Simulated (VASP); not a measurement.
# Ga8N7 (a cell with a defect) in VASP: a series of runs

Ga8N7 (a cell with a defect) is run at these levels: PBEsol; tasks: single point.

Everything below comes from runs of VASP 6.6.1. Logs are shortened: lines on timing, memory, paths and dates and some standing lists are left out, and cuts for length are marked.

## (1) The cell of the first run

The cell holds a defect, 15 atoms: a = 6.084 Å, b = 6.084 Å, c = 6.365 Å, α = 105.16°, β = 105.16°, γ = 116.92°.

## (2) Single point, PBEsol (atoms taken out, then relaxed in part)

Input file INCAR:

```
  PREC = Accurate
  ENCUT = 520
  EDIFF = 1E-6
  ISMEAR = 0
  SIGMA = 0.05
  LREAL = Auto
  LASPH = True
  NELM = 100
  ALGO = Normal
  ISIF = 2
  LWAVE = False
  LCHARG = False
  GGA = PS
  NELECT = 136.0
  NBANDS = 82
```

Input file KPOINTS:

```
Automatic mesh
0
Gamma
  4 4 4
```

Input file POSCAR:

```
Ga8N7
1.0
    1.5912892447     -2.7561938213      5.1854260772
    1.5912892447     -2.7561938213     -5.1854260772
    3.1825784893      5.5123876426      0.0000000000
Ga N
8 7
Direct
    0.8316706374      0.8335539083      0.1652245457
    0.2991042962      0.3612104773      0.1603147735
    0.8353358453      0.8353535835      0.6703836525
    0.3350300690      0.3350478072      0.6703836525
    0.9611071908      0.4474388592      0.3548787192
    0.4074398600      0.8937715284      0.3548787192
    0.9178642954      0.4129355052      0.8307998006
    0.4052769799      0.8864839086      0.7917608885
    0.0193205591      0.6434879915      0.1628085506
    0.5254375253      0.1521486339      0.6685141689
    0.0163655350      0.6430766435      0.6685141689
    0.1038536060      0.2257874833      0.3348033963
    0.6090159130      0.7309497903      0.3348033963
    0.1056832291      0.2229007849      0.8285840140
    0.6062581786      0.7304227081      0.8366808867
```

Potentials or basis: VASP PAW PBE potentials, release 64 (Ga_d, N).

The run is started by

```console
$ cat potpaw_PBE.64/Ga_d/POTCAR potpaw_PBE.64/N/POTCAR > POTCAR
$ mpirun -np 1 vasp_std > vasp.out
```

OUTCAR:

```text
PREC = Accurate
   ENCUT = 520
   EDIFF = 1E-6
   ISMEAR = 0
   LREAL = Auto
   LASPH = True
   NELM = 100
   ISIF = 2
   GGA = PS
   NELECT = 136.0

 ion  position               nearest neighbor table
   1  0.832  0.834  0.165-  15 1.92  13 1.93  12 1.93   9 1.96
   2  0.299  0.361  0.160-  14 1.85  12 1.90  13 1.90   5 2.83   6 2.83   7 2.89
   3  0.835  0.835  0.670-  14 1.91  11 1.94  15 1.95  13 1.95
   4  0.335  0.335  0.670-  14 1.91  10 1.94  15 1.95  12 1.95
   5  0.961  0.447  0.355-  11 1.89  12 1.90   9 1.91   8 2.80   2 2.83   6 2.84
   6  0.407  0.894  0.355-  10 1.89  13 1.90   9 1.91   8 2.80   2 2.83   5 2.84
   7  0.918  0.413  0.831-  11 1.93  10 1.93   9 1.95  14 1.96   2 2.89
   8  0.405  0.886  0.792-  15 1.87  10 1.91  11 1.91   6 2.80   5 2.80
   9  0.019  0.643  0.163-   5 1.91   6 1.91   7 1.95   1 1.96
  10  0.525  0.152  0.669-   6 1.89   8 1.91   7 1.93   4 1.94
  11  0.016  0.643  0.669-   5 1.89   8 1.91   7 1.93   3 1.94
  12  0.104  0.226  0.335-   2 1.90   5 1.90   1 1.93   4 1.95
  13  0.609  0.731  0.335-   2 1.90   6 1.90   1 1.93   3 1.95
  14  0.106  0.223  0.829-   2 1.85   4 1.91   3 1.91   7 1.96
  15  0.606  0.730  0.837-   8 1.87   1 1.92   3 1.95   4 1.95

  LATTYP: Found a face centered orthorhombic cell.
 ALAT       =     6.3651569787
 B/A-ratio  =     1.6293160073
 C/A-ratio  =     1.7320508076

  Lattice vectors:

 A1 = (   4.7738677340,   2.7561938213,  -5.1854260772)
 A2 = (   6.3651569787,   0.0000000000,   0.0000000000)
 A3 = (   1.5912892447,  -2.7561938213,  -5.1854260772)

Analysis of symmetry for initial positions (statically):
=====================================================================
 Subroutine PRICEL returns:
 Original cell was already a primitive cell.

 Routine SETGRP: Setting up the symmetry group for a
 face centered orthorhombic supercell.

 Subroutine GETGRP returns: Found  2 space group operations
 (whereof  1 operations were pure point group operations)
 out of a pool of  8 trial point group operations.

The static configuration has the point symmetry C_1 .
 The point group associated with its full space group is C_1h.

Analysis of symmetry for dynamics (positions and initial velocities):
=====================================================================
 Subroutine PRICEL returns:
 Original cell was already a primitive cell.

 Routine SETGRP: Setting up the symmetry group for a
 face centered orthorhombic supercell.

 Subroutine GETGRP returns: Found  2 space group operations
 (whereof  1 operations were pure point group operations)
 out of a pool of  8 trial point group operations.

The dynamic configuration has the point symmetry C_1 .
 The point group associated with its full space group is C_1h.

 Subroutine INISYM returns: Found  2 space group operations
 (whereof  1 operations are pure point group operations),
 and found     1 'primitive' translations

----------------------------------------------------------------------------------------

                                     Primitive cell

  volume of cell :     181.9421

  direct lattice vectors                    reciprocal lattice vectors
     1.591289245 -2.756193821  5.185426077     0.157105316 -0.090704797  0.096424092
     1.591289245 -2.756193821 -5.185426077     0.157105316 -0.090704797 -0.096424092
     3.182578489  5.512387643  0.000000000     0.157105316  0.090704797  0.000000000

  length of vectors
     6.084196697  6.084196697  6.365156979     0.205443535  0.205443535  0.181409593

  position of ions in fractional coordinates (direct lattice)
     0.831670637  0.833553908  0.165224546
     0.299104296  0.361210477  0.160314773
     0.835335845  0.835353584  0.670383652
     0.335030069  0.335047807  0.670383652
     0.961107191  0.447438859  0.354878719
     0.407439860  0.893771528  0.354878719
     0.917864295  0.412935505  0.830799801
     0.405276980  0.886483909  0.791760889
     0.019320559  0.643487992  0.162808551
     0.525437525  0.152148634  0.668514169
[... 31 lines left out ...]

 Generating k-lattice:

  Cartesian coordinates                     Fractional coordinates (reciprocal lattice)
     0.039276329 -0.022676199  0.024106023     0.250000000  0.000000000  0.000000000
     0.039276329 -0.022676199 -0.024106023     0.000000000  0.250000000  0.000000000
     0.039276329  0.022676199  0.000000000     0.000000000  0.000000000  0.250000000

  Length of vectors
     0.051360884  0.051360884  0.045352398

  Shift w.r.t. Gamma in fractional coordinates (k-lattice)
     0.000000000  0.000000000  0.000000000

 Subroutine IBZKPT returns following result:
 ===========================================

 Found     24 irreducible k-points:

 Following reciprocal coordinates:
            Coordinates               Weight
  0.000000  0.000000  0.000000      1.000000
  0.250000  0.000000  0.000000      4.000000
  0.000000 -0.250000  0.000000      4.000000
  0.500000  0.000000  0.000000      2.000000
  0.000000  0.500000  0.000000      2.000000
  0.250000  0.250000  0.000000      4.000000
[... 16 lines left out ...]
 -0.250000  0.250000  0.500000      2.000000
  0.500000  0.500000  0.500000      1.000000
   k-points           NKPTS =     24   k-points in BZ     NKDIM =     24   number of bands    NBANDS=     82
   number of dos      NEDOS =    301   number of ions     NIONS =     15
   total plane-waves  NPLWV = 110592
   dimension x,y,z NGX =    48 NGY =   48 NGZ =   48
   dimension x,y,z NGXF=    96 NGYF=   96 NGZF=   96
   ions per type =               8   7
   NGX,Y,Z   is equivalent  to a cutoff of  13.12, 13.12, 12.54 a.u.
   NGXF,Y,Z  is equivalent  to a cutoff of  26.23, 26.23, 25.07 a.u.
 SYSTEM =  unknown system
   PREC   = accura    normal or accurate (medium, high low for compatibility)
   ISTART =      0    job   : 0-new  1-cont  2-samecut
   ICHARG =      2    charge: 1-file 2-atom 10-const
   ISPIN  =      1    spin polarized calculation?
   LNONCOLLINEAR =      F non collinear calculations
   LSORBIT =      F    spin-orbit coupling
   LASPH  =      T    aspherical Exc in radial PAW
   ENCUT  =  520.0 eV  38.22 Ry    6.18 a.u.  11.31 11.31 11.83*2*pi/ulx,y,z
   NELM   =    100;   NELMIN=  2; NELMDL= -5     # of ELM steps
   EDIFF  = 0.1E-05   stopping-criterion for ELM
   LREAL  =      T    real-space projection
   EDIFFG = 0.1E-04   stopping-criterion for IOM
   NSW    =      0    number of steps for IOM
   IBRION =     -1    ionic relax: 0-MD 1-quasi-New 2-CG
   NFREE  =      0    steps in history (QN), initial steepest desc. (CG)
   ISIF   =      2    stress and relaxation
   ISYM   =      2    0-nonsym 1-usesym 2-fastsym
   POTIM  = 0.5000    time-step for ionic-motion
   TEBEG  =    0.0;   TEEND  =   0.0 temperature during run
   PSTRESS=    0.0 pullay stress
   NELECT =     136.0000    total number of electrons
   NUPDOWN=      -1.0000    fix difference up-down
   EMIN   =  10.00;   EMAX   =-10.00  energy-range for DOS
   EFERMI =   0.00;   METHOD = LEGACY
   ISMEAR =     0;   SIGMA  =   0.05  broadening in eV -4-tet -1-fermi 0-gaus
   EFERMI_NEDOS =   21; number of points for ismear=-14 and -15
   IALGO  =     38    algorithm
   IMIX   =      4    mixing-type and parameters
     AMIX     =   0.40;   BMIX     =  1.00
     AMIX_MAG =   1.60;   BMIX_MAG =  1.00
  volume/ion in A,a.u.               =      12.13        81.85
  Fermi-wavevector in a.u.,A,eV,Ry     =   1.485742  2.807645 30.033893  2.207429
  Thomas-Fermi vector in A             =   2.599115
   LORBIT       =      0    0 simple, 1 ext, 2 COOP (PROOUT), +10 PAW based schemes
   GGA     = PS    functional components
   LHFCALC =     F    Hartree Fock is set to
   AEXX    =    0.0000 exact exchange contribution
   IVDW    =     0    specifies the selected vdW correction
   LEPSILON=     F    determine dielectric tensor
   LRPA    =     F    only Hartree local field effects (RPA)
 non-spin polarized calculation
 Gauss-broadening in eV      SIGMA  =   0.05
  energy-cutoff  :      520.00
  volume of cell :      181.94
 maximum number of plane-waves:      4961
 NGX is ok and might be reduce to    48
   NGX = 23   NGY = 23   NGZ = 23

 number of electron     136.0000026 magnetization

 Free energy of the ion-electron system (eV)
  ---------------------------------------------------
  ext. energy  EPLUGINS =         0.00000000
  ---------------------------------------------------
  free energy    TOTEN  =      -109.96006714 eV

  energy without entropy =     -109.95951570  energy(sigma->0) =     -109.95979142

 E-fermi :   4.5648     XC(G=0): -11.3641

 val. band max:        4.5007917490   @ k =  -0.2500   0.2500   0.0000
 cond. band min:       4.6054181549   @ k =   0.0000   0.0000   0.0000
 fundamental gap:      0.1046264059
 Fermi energy:         4.5647907386

 k-point     1 :       0.0000    0.0000    0.0000
  band No.  band energies     occupation
      1     -11.2272      2.00000
      2     -10.4827      2.00000
      3     -10.4283      2.00000
      4     -10.3850      2.00000
      5     -10.2470      2.00000
      6     -10.1253      2.00000
[... 1981 lines left out ...]
     79      12.3484      0.00000
     80      12.4737      0.00000
 [bands above 80 left out]

------------------------ aborting loop because EDIFF is reached ----------------------------------------

  FORCE on cell =-STRESS in cart. coord.  units (eV):
  Direction    XX          YY          ZZ          XY          YZ          ZX
  --------------------------------------------------------------------------------------
  -------------------------------------------------------------------------------------
  Total      -22.3883768    -22.9840692    -25.4086254      0.5158848     -0.2964942     -0.5135480
  in kB     -197.1514034   -202.3970539   -223.7476260      4.5428666     -2.6109195     -4.5222894
  external PRESSURE =    -207.7653611 kB  Pullay stress =       0.0000000 kB

 VOLUME and BASIS-vectors are now :
 -----------------------------------------------------------------------------
  energy-cutoff  :      520.00
  volume of cell :      181.94
      direct lattice vectors                 reciprocal lattice vectors
     1.591289245 -2.756193821  5.185426077     0.157105316 -0.090704797  0.096424092
     1.591289245 -2.756193821 -5.185426077     0.157105316 -0.090704797 -0.096424092
     3.182578489  5.512387643  0.000000000     0.157105316  0.090704797  0.000000000

 POSITION                                       TOTAL-FORCE (eV/Angst)
 -----------------------------------------------------------------------------------
      3.17569     -3.67890     -0.00977         0.007876      0.004547     -0.001098
      1.56097     -0.93624     -0.32205        -0.012533     -0.007236     -0.023490
      4.79210     -0.90933     -0.00009         0.007550     -0.004117      0.008243
      3.19984      1.84855     -0.00009         0.000210      0.008597      0.008243
      3.37083     -1.92600      2.66359         0.031388     -0.001463     -0.002964
      3.20003     -1.63016     -2.52184         0.014427      0.027915     -0.002964
      4.76177      0.91175      2.61827        -0.004108     -0.002372     -0.028944
      4.57541      0.80415     -2.49526        -0.020900     -0.012067      0.015245
      1.57287     -0.92936     -3.23657         0.000957      0.000553      0.009862
      3.20583      1.81755      1.93566        -0.008949     -0.001274      0.006005
      3.17696      1.86756     -3.24976        -0.005578     -0.007113      0.006005
      1.59009      0.93701     -0.63228        -0.008120     -0.011111     -0.000585
      3.19781     -1.84764     -0.63228        -0.013683     -0.001477     -0.000585
      3.15991      3.66184     -0.60782         0.011470      0.006622      0.016548
      4.78985      0.92796     -0.64385        -0.000008     -0.000004     -0.009524
 -----------------------------------------------------------------------------------
    total drift:                                0.005075      0.002931      0.001086

  FREE ENERGIE OF THE ION-ELECTRON SYSTEM (eV)
  ---------------------------------------------------
  free  energy   TOTEN  =      -109.9600671357 eV

  energy  without entropy=     -109.9595157025  energy(sigma->0) =     -109.95979142
```

Run time: 14 min. Hardware: 1 thread of Intel Xeon Platinum 8488C (Sapphire Rapids), shared host; peak memory 0.45 GiB.

What came out:

```
Free energy   : -109.9601 eV
Largest force : 0.032 eV/Å
```

Forces on the atoms (eV/Å):
```
Ga   0.008  0.005 -0.001
Ga  -0.013 -0.007 -0.023
Ga   0.008 -0.004  0.008
Ga   0.000  0.009  0.008
Ga   0.031 -0.001 -0.003
Ga   0.014  0.028 -0.003
Ga  -0.004 -0.002 -0.029
Ga  -0.021 -0.012  0.015
N    0.001  0.001  0.010
N   -0.009 -0.001  0.006
N   -0.006 -0.007  0.006
N   -0.008 -0.011 -0.001
N   -0.014 -0.001 -0.001
N    0.011  0.007  0.017
N    0.000  0.000 -0.010
```

Caveat: the cell carries a net charge on a neutralising background, which shifts energy and pressure; the cell differs from its parent crystal (atoms taken out, then relaxed in part); the cell is charged against a uniform background, so pressure and absolute levels hang on convention; the PAW data sets were made with another functional, which shifts forces and pressure a little.

## (3) Single point, PBEsol (atoms taken out, then relaxed in part)

Input file INCAR:

```
SYSTEM = Ga8N7
  PREC = Accurate
  ENCUT = 520
  EDIFF = 1E-6
  ISMEAR = 0
  SIGMA = 0.05
  LREAL = Auto
  LASPH = .True.
  NELM = 100
  ALGO = Normal
  ISIF = 2
  LWAVE = .False.
  LCHARG = .False.
  GGA = PS
  NBANDS = 82
  NELECT = 136.0
```

Input file KPOINTS:

```
Automatic mesh
0
Gamma
  4 4 4
  0 0 0
```

Input file POSCAR:

```
Ga8N7
1.0
    1.5912892447     -2.7561938213      5.1854260772
    1.5912892447     -2.7561938213     -5.1854260772
    3.1825784893      5.5123876426      0.0000000000
Ga N
8 7
Direct
    0.8025611110      0.7888927613      0.1451212081
    0.3562284468      0.3425600971      0.1451212081
    0.8370644715      0.8321357391      0.6692002106
    0.3635160527      0.3447229522      0.7082390049
    0.8887895854      0.4508957767      0.3396853621
    0.4164461189      0.9183293743      0.3347754932
    0.9149521892      0.4149699565      0.8296163748
    0.4146464183      0.9146641856      0.8296163748
    0.0242125690      0.6461464006      0.1651966632
    0.5195773477      0.1437417946      0.6633191423
    0.0270992156      0.6443168730      0.6714160887
    0.5190502626      0.1409840942      0.1651966632
    0.6065119958      0.7306794077      0.3371914035
    0.0978513555      0.2245624877      0.8314857346
    0.6069232469      0.7336343791      0.8314857346
```

Potentials or basis: VASP PAW PBE potentials, release 64 (Ga_d, N).

The run is started by

```console
$ cat potpaw_PBE.64/Ga_d/POTCAR potpaw_PBE.64/N/POTCAR > POTCAR
$ mpirun -np 1 vasp_std > vasp.out
```

It took 14 min on 1 thread of Intel Xeon Platinum 8488C (Sapphire Rapids), shared host; peak memory 0.45 GiB.

Results (log left out):

```yaml
Free_energy: -109.9601 eV
Largest_force: 0.032 eV/Å
```

Forces on the atoms (eV/Å):
```
Ga  -0.031  0.001 -0.003
Ga  -0.014 -0.028 -0.003
Ga   0.004  0.002 -0.029
Ga   0.021  0.012  0.015
Ga   0.013  0.007 -0.024
Ga  -0.008 -0.005 -0.001
Ga   0.000 -0.009  0.008
Ga  -0.008  0.004  0.008
N    0.008  0.011  0.000
N    0.000  0.000 -0.010
N   -0.011 -0.007  0.017
N    0.014  0.002  0.000
N   -0.001  0.000  0.010
N    0.009  0.001  0.006
N    0.006  0.007  0.006
```

Levels at points of the mesh, in eV from the Fermi level:
| k point | band 64 | band 65 | band 66 | band 67 | band 68 | band 69 | band 70 | band 71 | band 72 | band 73 |
| --- | --- | --- | --- | --- | --- | --- | --- | --- | --- | --- |
| (0.00, 0.00, 0.00) | -1.22 | -0.89 | -0.49 | -0.29 | -0.07 | 0.04 | 2.44 | 4.26 | 4.74 | 4.88 |
| (0.50, 0.00, 0.00) | -1.30 | -0.94 | -0.91 | -0.80 | -0.55 | 1.51 | 2.64 | 3.95 | 4.48 | 4.65 |
| (0.00, 0.50, 0.00) | -1.41 | -1.19 | -0.93 | -0.70 | -0.51 | 1.44 | 2.78 | 4.11 | 4.60 | 4.69 |
| (0.50, 0.50, 0.00) | -1.20 | -0.71 | -0.71 | -0.20 | -0.16 | 0.47 | 3.14 | 3.77 | 4.74 | 4.77 |
| (0.00, 0.00, 0.50) | -1.42 | -1.08 | -0.98 | -0.44 | -0.18 | 1.00 | 2.68 | 4.14 | 4.88 | 4.94 |
| (0.50, 0.50, 0.50) | -1.69 | -1.69 | -1.24 | -1.06 | -0.80 | 1.84 | 2.98 | 3.69 | 4.37 | 4.42 |

Caveat: the cell carries a net charge on a neutralising background, which shifts energy and pressure; the cell differs from its parent crystal (atoms taken out, then relaxed in part); the cell is charged against a uniform background, so pressure and absolute levels hang on convention; the PAW data sets were made with another functional, which shifts forces and pressure a little.
